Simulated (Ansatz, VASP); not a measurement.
## CoSi2: VASP beside Ansatz

File INCAR:

```
PREC = Accurate
ENCUT = 520
EDIFF = 1E-6
ISMEAR = 0
SIGMA = 0.05
LREAL = F
LASPH = T
NELM = 150
ALGO = Normal
ISIF = 2
LWAVE = F
LCHARG = T
ISPIN = 2
MAGMOM = 0.05 0 0
LORBIT = 11
LMAXMIX = 4
GGA = PS
IVDW = 12
LELF = T
LVHAR = T
NBANDS = 20
```

KPOINTS

```
regular mesh
0
Gamma
  8 8 8
```

POSCAR

```
CoSi2
1.0
    0.0000000000      2.5973275203      2.5973275203
    2.5973275203      0.0000000000      2.5973275203
    2.5973275203      2.5973275203      0.0000000000
Co Si
1 2
Direct
    0.0000000000      0.0000000000      0.0000000000
    0.2500000000      0.2500000000      0.2500000000
    0.7500000000      0.7500000000      0.7500000000
```

Input for Ansatz:

```yaml
crystal:
  lattice:
    - [0.0, 2.5973275203, 2.5973275203]
    - [2.5973275203, 0.0, 2.5973275203]
    - [2.5973275203, 2.5973275203, 0.0]
  atoms:
    - { symbol: Co, position: [0.0, 0.0, 0.0], spin: 0.05 }
    - { symbol: Si, position: [0.25, 0.25, 0.25] }
    - { symbol: Si, position: [0.75, 0.75, 0.75] }
basis:
  ecutwfc: 420
  ecutrho_ratio: 4
kpoints:
  mp_grid: { grid: [8, 8, 8] }
hamiltonian:
  xc: pbesol
  dispersion: d3bj
scf:
  occupations: { method: gaussian, width: 0.05 }
output:
  forces: true
  stress: true
  eigenvalues: true
  populations: true
magnetization:
  spin_polarized: true
```

Alike in both runs: task single point; functional PBEsol; dispersion D3(BJ); k mesh 8 × 8 × 8; occupations gaussian, width 0.05 eV; collinear spin.

```csv
,VASP,Ansatz
version,VASP 6.6.1,Ansatz 0.2.0
potentials or method,"VASP PAW PBE potentials, release 64 (Co, Si), cutoff 520 eV","scalar-relativistic, plane waves, PAW"
valence electrons in the cell,17,25
```

Ansatz gave:

```
gap on the k mesh at the Fermi level (eV) : none
pressure (GPa)                            : 9.2
net moment per atom (μB)                  : 0.00
```

Task: Estimate VASP's values.

Result: gap on the k mesh at the Fermi level (eV): none; pressure (GPa): 9.4; net moment per atom (μB): 0.00.

VASP's potentials were made for PBE, not for PBEsol. A gap of «none» marks a metal or a gap that the smearing closes. VASP's potentials hold 17 valence electrons a cell and Ansatz's 25, so a difference there can come from the potentials and not from the codes. Ansatz's warnings: seeded moment not kept.
